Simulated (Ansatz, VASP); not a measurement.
InP in VASP and in Ansatz

```
In P
1.0
     0.00000    2.93435    2.84632
     2.93435    0.00000    2.84632
     2.93435    2.93435    0.00000
In P
1 1
Direct
  0.00000 0.00000 0.00000
  0.25000 0.25000 0.25000
```

Change from the starting cell: z stretched by -3 %, ions relaxed.

Alike in both runs: functional PBE; k mesh 13 × 13 × 13; occupations fermi-dirac, width 0.02 eV; no spin polarisation.

Ansatz relaxed the structure, and its values are those at the end. VASP's run is a single point on that final structure, the one shown.

```csv
,VASP,Ansatz
version,VASP 6.6.1,Ansatz 0.2.0
potentials or method,"VASP PAW PBE potentials, release 64 (In_d, P)","plane-wave PAW, scalar-relativistic"
plane-wave cutoff (eV),520,420
valence electrons in the cell,18,18
```

VASP gave:

| Quantity | Value |
| --- | --- |
| gap on the k mesh at the Fermi level (eV) | 0.76 |
| pressure (GPa) | 5.3 |

Task: Which values does Ansatz return?

Result: gap on the k mesh at the Fermi level (eV): 0.76; pressure (GPa): 5.4.

Ansatz's warnings: stress scf threshold loose.
